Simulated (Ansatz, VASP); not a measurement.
**One calculation of Si2W, two programs**

File INCAR:

```
SYSTEM = Si2W
  ALGO = Normal
  EDIFF = 1E-6
  ENCUT = 520
  GGA = PE
  ISIF = 2
  ISMEAR = -1
  LASPH = .TRUE.
  LCHARG = .FALSE.
  LREAL = .FALSE.
  LWAVE = .FALSE.
  NBANDS = 18
  NELM = 60
  PREC = Accurate
  SIGMA = 0.08
```

KPOINTS

```
k-points
0
G
  9 9 9
  0 0 0
```

File POSCAR:

```
Si2W
1.0
    0.0000000000      2.9492306498      2.9492306498
    2.9492306498      0.0000000000      2.9492306498
    2.9492306498      2.9492306498      0.0000000000
W Si
1 2
Direct
    0.0000000000      0.0000000000      0.0000000000
    0.2500000000      0.2500000000      0.2500000000
    0.7500000000      0.7500000000      0.7500000000
```

Input for Ansatz:

```yaml
crystal:
  lattice:
    - [0.0, 2.9492306498, 2.9492306498]
    - [2.9492306498, 0.0, 2.9492306498]
    - [2.9492306498, 2.9492306498, 0.0]
  atoms:
    - { symbol: W, position: [0.0, 0.0, 0.0] }
    - { symbol: Si, position: [0.25, 0.25, 0.25] }
    - { symbol: Si, position: [0.75, 0.75, 0.75] }
kpoints:
  mp_grid: { grid: [9, 9, 9] }
  band_path:
    path:
      - [0.0, 0.0, 0.0]
      - [0.5, 0.0, 0.5]
      - [0.625, 0.25, 0.625]
      - [0.375, 0.375, 0.75]
      - [0.0, 0.0, 0.0]
      - [0.5, 0.5, 0.5]
      - [0.5, 0.25, 0.75]
      - [0.5, 0.0, 0.5]
    npoints: 8
scf:
  occupations: { method: fermi_dirac, width: 0.08 }
hamiltonian:
  xc: pbe
  pseudopotentials: { kind: paw }
output:
  forces: true
  stress: true
  eigenvalues: true
  populations: true
  dos: { projected: true, de: 0.2, e_range: [-14, 8] }
```

Change from the starting cell: volume scaled by 1, PAW files.

Alike in both runs: task single point; functional PBE; k mesh 9 × 9 × 9; occupations fermi-dirac, width 0.08 eV; no spin polarisation.

```csv
,VASP,Ansatz
version,VASP 6.6.1,Ansatz 0.2.0
potentials or method,"VASP PAW PBE potentials, release 64 (W_sv, Si)","PAW with Ansatz's default frozen-core files, scalar-relativistic"
plane-wave cutoff (eV),520,420
valence electrons in the cell,22,22
```

|  | VASP | Ansatz | Ansatz less VASP |
| --- | --- | --- | --- |
| pressure (GPa) | 0.0 | 0.0 | -0.03 |

With one functional, cell and mesh, what is left measures potentials, basis and numerics.

Spin-orbit coupling is off throughout.
